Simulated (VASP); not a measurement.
The system is ScAlN2.

```
Sc Al N
1.0
     3.60398    0.00000    0.00000
    -1.80199    3.12114    0.00000
     0.00000    0.00000    5.77572
Sc Al N
1 1 2
Direct
  0.00000 0.00000 0.00000
  0.00000 0.00000 0.50000
  0.33333 0.66667 0.50000
  0.66667 0.33333 0.50000
```

The cell was built from a structure type or drawn by symmetry, and may not be a known phase.

- Program: VASP 6.6.1
- Task: relaxation of cell and atoms
- Functional: PBE
- Potentials or basis: VASP PAW PBE potentials, release 64 (Sc_sv, Al, N)
- Cutoff: 600 eV
- k mesh: 6 × 6 × 4
- Occupations: gaussian, width 0.1 eV
- Spin: no spin polarisation

At the start: pressure -1.4 GPa; volume 16.24 Å³/atom.

Problem. Where does the relaxation end?

Solution. Over 5 steps the energy falls by 3.7 meV/atom and the volume is 15.59 Å³/atom (-4.0 %); space group P6/mmm (No. 191, to 0.1 Å) before and after.

The path:
| step | energy change (eV) | largest force (eV/Å) | pressure (GPa) | volume (Å³) |
| --- | --- | --- | --- | --- |
| 1 | 0.0000 | 0.0000 | -1.43 | 64.97 |
| 2 | -0.0060 | 0.0000 | 0.26 | 63.61 |
| 3 | -0.0060 | 0.0000 | 0.15 | 63.69 |
| 4 | -0.0101 | 0.0000 | 0.10 | 63.33 |
| 5 | -0.0149 | 0.0000 | 0.10 | 62.36 |

Final structure:
```cif
data_structure
_symmetry_space_group_name_H-M 'P 1'
_symmetry_Int_Tables_number 1
_cell_length_a 3.6023
_cell_length_b 3.6023
_cell_length_c 5.5491
_cell_angle_alpha 90.000
_cell_angle_beta 90.000
_cell_angle_gamma 120.000
_cell_volume 62.36
loop_
_atom_site_label
_atom_site_type_symbol
_atom_site_fract_x
_atom_site_fract_y
_atom_site_fract_z
_atom_site_occupancy
Sc1 Sc 0.00000 0.00000 0.00000 1
Al1 Al 0.00000 0.00000 0.50000 1
N1 N 0.33333 0.66667 0.50000 1
N2 N 0.66667 0.33333 0.50000 1
```
